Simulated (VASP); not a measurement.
# Si3N4 (P-43m) in VASP: settings compared, part 2 of 3

VASP 6.6.1.

### 4 Single point, PBE

This run uses another cell than the first one, of 9.67 Å³/atom.

Contents of INCAR:

```
SYSTEM = Si3N4
ALGO = Normal
EDIFF = 1E-6
ENCUT = 520
GGA = PE
ISIF = 2
ISMEAR = -1
LASPH = .TRUE.
LCHARG = .TRUE.
LELF = .TRUE.
LREAL = .FALSE.
LVHAR = .TRUE.
LWAVE = .FALSE.
NBANDS = 25
NELM = 100
PREC = Accurate
SIGMA = 0.05
```

Contents of KPOINTS:

```
k-points
0
G
  7 7 7
  0 0 0
```

Contents of POSCAR:

```
Si3N4
1.0
    4.0749518050      0.0000000000      0.0000000000
    0.0000000000      4.0749518050      0.0000000000
    0.0000000000      0.0000000000      4.0749518050
Si N
3 4
Direct
    0.0000000000      0.0000000000      0.5000000000
    0.5000000000      0.0000000000      0.0000000000
    0.0000000000      0.5000000000      0.0000000000
    0.2395200000      0.2395200000      0.7604800000
    0.7604800000      0.7604800000      0.7604800000
    0.2395200000      0.7604800000      0.2395200000
    0.7604800000      0.2395200000      0.2395200000
```

Potentials or basis: VASP PAW PBE potentials, release 64 (Si, N).

On the command line:

```
> cat potpaw_PBE.64/Si/POTCAR potpaw_PBE.64/N/POTCAR > POTCAR
> mpirun -np 1 vasp_std > vasp.out
```

OUTCAR:

```text
SYSTEM = Si3N4
   EDIFF = 1E-6
   ENCUT = 520
   GGA = PE
   ISIF = 2
   ISMEAR = -1
   LASPH = .TRUE.
   LREAL = .FALSE.
   NELM = 100
   PREC = Accurate

 ion  position               nearest neighbor table
   1  0.000  0.000  0.500-   4 1.74   5 1.74   6 1.74   7 1.74   2 2.88   3 2.88   2 2.88   3 2.88
                             3 2.88   3 2.88   2 2.88   2 2.88
   2  0.500  0.000  0.000-   4 1.74   5 1.74   6 1.74   7 1.74   1 2.88   3 2.88   1 2.88   3 2.88
                             1 2.88   3 2.88   1 2.88   3 2.88
   3  0.000  0.500  0.000-   4 1.74   5 1.74   6 1.74   7 1.74   1 2.88   2 2.88   1 2.88   1 2.88
                             2 2.88   1 2.88   2 2.88   2 2.88
   4  0.240  0.240  0.760-   1 1.74   2 1.74   3 1.74
[... 764 lines left out ...]
  Total        4.3850376      4.3850376      4.3850376      0.0000000      0.0000000      0.0000000
  in kB      103.8284745    103.8284745    103.8284745      0.0000000      0.0000000      0.0000000
  external PRESSURE =     103.8284745 kB  Pullay stress =       0.0000000 kB

 VOLUME and BASIS-vectors are now :
 -----------------------------------------------------------------------------
  energy-cutoff  :      520.00
  volume of cell :       67.67
      direct lattice vectors                 reciprocal lattice vectors
     4.074951805  0.000000000  0.000000000     0.245401675  0.000000000  0.000000000
     0.000000000  4.074951805  0.000000000     0.000000000  0.245401675  0.000000000
     0.000000000  0.000000000  4.074951805     0.000000000  0.000000000  0.245401675

 POSITION                                       TOTAL-FORCE (eV/Angst)
 -----------------------------------------------------------------------------------
      0.00000      0.00000      2.03748         0.000000     -0.000000     -0.000000
      2.03748      0.00000      0.00000         0.000000     -0.000000     -0.000000
      0.00000      2.03748      0.00000         0.000000     -0.000000     -0.000000
      0.97603      0.97603      3.09892         0.205863      0.205863     -0.205863
      3.09892      3.09892      3.09892        -0.205863     -0.205863     -0.205863
      0.97603      3.09892      0.97603         0.205863     -0.205863      0.205863
      3.09892      0.97603      0.97603        -0.205863      0.205863      0.205863
 -----------------------------------------------------------------------------------
    total drift:                               -0.000000     -0.000000     -0.000000

  FREE ENERGIE OF THE ION-ELECTRON SYSTEM (eV)
  ---------------------------------------------------
  free  energy   TOTEN  =       -55.4635816280 eV

  energy  without entropy=      -55.4635816279  energy(sigma->0) =      -55.46358163
```

stdout:

```text
POSCAR found type information on POSCAR SiN
 POSCAR found :  2 types and       7 ions
 scaLAPACK will be used
 LDA part: xc-table for (Slater+PW92), standard interpolation
 POSCAR, INCAR and KPOINTS ok, starting setup
 FFT: planning ... GRIDC
 FFT: planning ... GRID_SOFT
 FFT: planning ... GRID
 WAVECAR not read
 entering main loop
```

Wall time 17 s (1 thread of AMD EPYC 9R45 (Zen 5), shared host); peak memory 0.14 GiB.

What came out:

- Free energy: -55.4636 eV
- Pressure: 10.4 GPa
- Largest force: 0.357 eV/Å
- Band gap on the k mesh: 2.79 eV (least direct gap 2.97 eV)

Forces in eV/Å, atoms in the order of the input:
```
Si   0.000  0.000  0.000
Si   0.000  0.000  0.000
Si   0.000  0.000  0.000
N    0.206  0.206 -0.206
N   -0.206 -0.206 -0.206
N    0.206 -0.206  0.206
N   -0.206  0.206  0.206
```

Caveat: the cell stands under pressure; an odd mesh through Γ misses points on the zone boundary, where band edges can lie.

### 5 Single point, PBE

This run uses another cell than the first one, of 9.87 Å³/atom.

Contents of INCAR:

```
SYSTEM = Si3N4
ALGO = Normal ; EDIFF = 1E-7
ENCUT = 520 ; GGA = PE
ISIF = 2 ; ISMEAR = -1
LASPH = .True. ; LCHARG = .True.
LELF = .True. ; LREAL = .False.
LVHAR = .True. ; LWAVE = .False.
NBANDS = 25 ; NELM = 100
PREC = Accurate ; SIGMA = 0.05
```

Contents of KPOINTS:

```
k-points
0
Gamma
  7 7 7
  0 0 0
```

Edit POSCAR of step 4 so:

```diff
@@ -2,5 +2,5 @@
 1.0
-    4.0749518050      0.0000000000      0.0000000000
-    0.0000000000      4.0749518050      0.0000000000
-    0.0000000000      0.0000000000      4.0749518050
+    4.1030558089      0.0000000000      0.0000000000
+    0.0000000000      4.1030558089      0.0000000000
+    0.0000000000      0.0000000000      4.1030558089
 Si N
```

Potentials or basis: VASP PAW PBE potentials, release 64 (Si, N).

On the command line:

```
> cat potpaw_PBE.64/Si/POTCAR potpaw_PBE.64/N/POTCAR > POTCAR
> mpirun -np 1 vasp_std > vasp.out
```

OUTCAR:

```text
SYSTEM = Si3N4
   EDIFF = 1E-7
   ENCUT = 520
   GGA = PE
   ISIF = 2
   ISMEAR = -1
   LASPH = .True.
   LREAL = .False.
   NELM = 100
   PREC = Accurate

 ion  position               nearest neighbor table
   1  0.000  0.000  0.500-   4 1.75   5 1.75   6 1.75   7 1.75   2 2.90   3 2.90   2 2.90   3 2.90
                             3 2.90   3 2.90   2 2.90   2 2.90
   2  0.500  0.000  0.000-   4 1.75   5 1.75   6 1.75   7 1.75   1 2.90   3 2.90   1 2.90   3 2.90
                             1 2.90   3 2.90   1 2.90   3 2.90
   3  0.000  0.500  0.000-   4 1.75   5 1.75   6 1.75   7 1.75   1 2.90   2 2.90   1 2.90   1 2.90
                             2 2.90   1 2.90   2 2.90   2 2.90
   4  0.240  0.240  0.760-   1 1.75   2 1.75   3 1.75
   5  0.760  0.760  0.760-   1 1.75   2 1.75   3 1.75
   6  0.240  0.760  0.240-   1 1.75   2 1.75   3 1.75
   7  0.760  0.240  0.240-   1 1.75   2 1.75   3 1.75

  LATTYP: Found a simple cubic cell.
 ALAT       =     4.1030558089

  Lattice vectors:

 A1 = (   4.1030558089,   0.0000000000,   0.0000000000)
 A2 = (   0.0000000000,   4.1030558089,   0.0000000000)
 A3 = (   0.0000000000,   0.0000000000,   4.1030558089)

Analysis of symmetry for initial positions (statically):
=====================================================================
 Subroutine PRICEL returns:
 Original cell was already a primitive cell.

 Routine SETGRP: Setting up the symmetry group for a
 simple cubic supercell.

 Subroutine GETGRP returns: Found 24 space group operations
 (whereof 24 operations were pure point group operations)
 out of a pool of 48 trial point group operations.

The static configuration has the point symmetry T_d .

Analysis of symmetry for dynamics (positions and initial velocities):
=====================================================================
 Subroutine PRICEL returns:
 Original cell was already a primitive cell.

 Routine SETGRP: Setting up the symmetry group for a
 simple cubic supercell.

 Subroutine GETGRP returns: Found 24 space group operations
 (whereof 24 operations were pure point group operations)
 out of a pool of 48 trial point group operations.

The dynamic configuration has the point symmetry T_d .

 Subroutine INISYM returns: Found 24 space group operations
 (whereof 24 operations are pure point group operations),
 and found     1 'primitive' translations

----------------------------------------------------------------------------------------

                                     Primitive cell

  volume of cell :      69.0752

  direct lattice vectors                    reciprocal lattice vectors
     4.103055809  0.000000000  0.000000000     0.243720789  0.000000000  0.000000000
     0.000000000  4.103055809  0.000000000     0.000000000  0.243720789  0.000000000
     0.000000000  0.000000000  4.103055809     0.000000000  0.000000000  0.243720789

  length of vectors
     4.103055809  4.103055809  4.103055809     0.243720789  0.243720789  0.243720789

  position of ions in fractional coordinates (direct lattice)
     0.000000000  0.000000000  0.500000000
     0.500000000  0.000000000  0.000000000
     0.000000000  0.500000000  0.000000000
     0.239520000  0.239520000  0.760480000
     0.760480000  0.760480000  0.760480000
[... 42 lines left out ...]
  0.142857  0.000000  0.000000      6.000000
  0.285714  0.000000  0.000000      6.000000
  0.428571  0.000000  0.000000      6.000000
  0.142857  0.142857  0.000000     12.000000
  0.285714  0.142857  0.000000     24.000000
[... 12 lines left out ...]
  0.428571  0.428571  0.285714     24.000000
  0.428571  0.428571  0.428571      8.000000
   k-points           NKPTS =     20   k-points in BZ     NKDIM =     20   number of bands    NBANDS=     25
   number of dos      NEDOS =    301   number of ions     NIONS =      7
   total plane-waves  NPLWV =  32768
   dimension x,y,z NGX =    32 NGY =   32 NGZ =   32
   dimension x,y,z NGXF=    64 NGYF=   64 NGZF=   64
   ions per type =               3   4
   NGX,Y,Z   is equivalent  to a cutoff of  12.97, 12.97, 12.97 a.u.
   NGXF,Y,Z  is equivalent  to a cutoff of  25.93, 25.93, 25.93 a.u.
 SYSTEM =  Si3N4
   PREC   = accura    normal or accurate (medium, high low for compatibility)
   ISTART =      0    job   : 0-new  1-cont  2-samecut
   ICHARG =      2    charge: 1-file 2-atom 10-const
   ISPIN  =      1    spin polarized calculation?
   LNONCOLLINEAR =      F non collinear calculations
   LSORBIT =      F    spin-orbit coupling
   LASPH  =      T    aspherical Exc in radial PAW
   ENCUT  =  520.0 eV  38.22 Ry    6.18 a.u.   7.63  7.63  7.63*2*pi/ulx,y,z
   NELM   =    100;   NELMIN=  2; NELMDL= -5     # of ELM steps
   EDIFF  = 0.1E-06   stopping-criterion for ELM
   LREAL  =      F    real-space projection
   EDIFFG = 0.1E-05   stopping-criterion for IOM
   NSW    =      0    number of steps for IOM
   IBRION =     -1    ionic relax: 0-MD 1-quasi-New 2-CG
   NFREE  =      0    steps in history (QN), initial steepest desc. (CG)
   ISIF   =      2    stress and relaxation
   ISYM   =      2    0-nonsym 1-usesym 2-fastsym
   POTIM  = 0.5000    time-step for ionic-motion
   TEBEG  =    0.0;   TEEND  =   0.0 temperature during run
   PSTRESS=    0.0 pullay stress
   NELECT =      32.0000    total number of electrons
   NUPDOWN=      -1.0000    fix difference up-down
   EMIN   =  10.00;   EMAX   =-10.00  energy-range for DOS
   EFERMI =   0.00;   METHOD = LEGACY
   ISMEAR =    -1;   SIGMA  =   0.05  broadening in eV -4-tet -1-fermi 0-gaus
   EFERMI_NEDOS =   21; number of points for ismear=-14 and -15
   IALGO  =     38    algorithm
   IMIX   =      4    mixing-type and parameters
     AMIX     =   0.40;   BMIX     =  1.00
     AMIX_MAG =   1.60;   BMIX_MAG =  1.00
  volume/ion in A,a.u.               =       9.87        66.59
  Fermi-wavevector in a.u.,A,eV,Ry     =   1.266730  2.393773 21.831976  1.604605
  Thomas-Fermi vector in A             =   2.399915
   LORBIT       =      0    0 simple, 1 ext, 2 COOP (PROOUT), +10 PAW based schemes
   GGA     = PE    functional components
   LHFCALC =     F    Hartree Fock is set to
   AEXX    =    0.0000 exact exchange contribution
   IVDW    =     0    specifies the selected vdW correction
   LEPSILON=     F    determine dielectric tensor
   LRPA    =     F    only Hartree local field effects (RPA)
 non-spin polarized calculation
  energy-cutoff  :      520.00
  volume of cell :       69.08
 maximum number of plane-waves:      1875
 NGX is ok and might be reduce to    32
   NGX = 15   NGY = 15   NGZ = 15

 number of electron      31.9999997 magnetization

 Free energy of the ion-electron system (eV)
  ---------------------------------------------------
  ext. energy  EPLUGINS =         0.00000000
  ---------------------------------------------------
  free energy    TOTEN  =       -55.53124591 eV

  energy without entropy =      -55.53124591  energy(sigma->0) =      -55.53124591

 E-fermi :   8.1103     XC(G=0): -11.2369

 val. band max:        7.0188489058   @ k =   0.4286   0.4286   0.4286
 cond. band min:       9.7810002486   @ k =   0.0000   0.0000   0.0000
 fundamental gap:      2.7621513428
 Fermi energy:         8.1103076957

 k-point     1 :       0.0000    0.0000    0.0000
  band No.  band energies     occupation
      1     -11.1029      2.00000
      2      -7.1403      2.00000
      3      -7.1403      2.00000
      4      -7.1403      2.00000
      5      -1.6464      2.00000
      6      -1.6464      2.00000
[... 549 lines left out ...]
     24      17.1046      0.00000
     25      17.2835      0.00000

------------------------ aborting loop because EDIFF is reached ----------------------------------------

  FORCE on cell =-STRESS in cart. coord.  units (eV):
  Direction    XX          YY          ZZ          XY          YZ          ZX
  --------------------------------------------------------------------------------------
  -------------------------------------------------------------------------------------
  Total        2.0756850      2.0756850      2.0756850     -0.0000000     -0.0000000      0.0000000
  in kB       48.1448413     48.1448413     48.1448413     -0.0000000     -0.0000000      0.0000000
  external PRESSURE =      48.1448413 kB  Pullay stress =       0.0000000 kB

 VOLUME and BASIS-vectors are now :
 -----------------------------------------------------------------------------
  energy-cutoff  :      520.00
  volume of cell :       69.08
      direct lattice vectors                 reciprocal lattice vectors
     4.103055809  0.000000000  0.000000000     0.243720789  0.000000000  0.000000000
     0.000000000  4.103055809  0.000000000     0.000000000  0.243720789  0.000000000
     0.000000000  0.000000000  4.103055809     0.000000000  0.000000000  0.243720789

 POSITION                                       TOTAL-FORCE (eV/Angst)
 -----------------------------------------------------------------------------------
      0.00000      0.00000      2.05153         0.000000      0.000000     -0.000000
      2.05153      0.00000      0.00000         0.000000      0.000000     -0.000000
      0.00000      2.05153      0.00000         0.000000      0.000000     -0.000000
      0.98276      0.98276      3.12029         0.092932      0.092932     -0.092932
      3.12029      3.12029      3.12029        -0.092932     -0.092932     -0.092932
      0.98276      3.12029      0.98276         0.092932     -0.092932      0.092932
      3.12029      0.98276      0.98276        -0.092932      0.092932      0.092932
 -----------------------------------------------------------------------------------
    total drift:                                0.000000      0.000000      0.000000

  FREE ENERGIE OF THE ION-ELECTRON SYSTEM (eV)
  ---------------------------------------------------
  free  energy   TOTEN  =       -55.5312459089 eV

  energy  without entropy=      -55.5312459089  energy(sigma->0) =      -55.53124591
```

Wall time 19 s (1 thread of AMD EPYC 9R45 (Zen 5), shared host); peak memory 0.14 GiB.

What came out:

| Item | Value |
| --- | --- |
| Free energy | -55.5312 eV |
| Pressure | 4.8 GPa |
| Largest force | 0.161 eV/Å |
| Band gap on the k mesh | 2.76 eV (least direct gap 2.95 eV) |

Forces on the atoms (eV/Å):
```
Si   0.000  0.000  0.000
Si   0.000  0.000  0.000
Si   0.000  0.000  0.000
N    0.093  0.093 -0.093
N   -0.093 -0.093 -0.093
N    0.093 -0.093  0.093
N   -0.093  0.093  0.093
```

Caveat: the cell stands under pressure; an odd mesh through Γ misses points on the zone boundary, where band edges can lie.

(Part 2 of 3 ends here.)
